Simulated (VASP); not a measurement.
Sb:

```xyz
2
Lattice="3.3320 0.0000 0.0000 -1.6660 2.8856 0.0000 0.0000 0.0000 5.4334" Properties=species:S:1:pos:R:3 pbc="T T T"
Sb    1.6660    0.9619    4.0751
Sb    0.0000    1.9237    1.3584
```

This isn't the form of Sb at room conditions, which is rhombohedral.

Base run:

| Item | Value |
| --- | --- |
| Program | VASP 6.6.1 |
| Functional | r2SCAN |
| Potentials or basis | VASP PAW PBE potentials, release 64 (Sb) |
| Cutoff | 520 eV |
| k mesh | 9 × 9 × 5 |
| Occupations | fermi-dirac, width 0.05 eV |
| Spin | no spin polarisation |

Its results: band gap on the k mesh zero (bands 5 and 6 overlap by 7.51 eV); pressure 1.9 GPa.

Question: The run is repeated on the same cell with these changes: functional from r2SCAN to PBE0; k mesh from 9 × 9 × 5 to 6 × 6 × 4. What comes out?

Answer: Band gap on the k mesh zero (bands 5 and 6 overlap by 9.77 eV); pressure -0.4 GPa.

Several settings changed at once.

Caveats: some runs use coarse meshes; the PAW data sets were made with another functional, which shifts forces and pressure a little; spin-orbit coupling is left out, which moves the levels of the heavy elements.
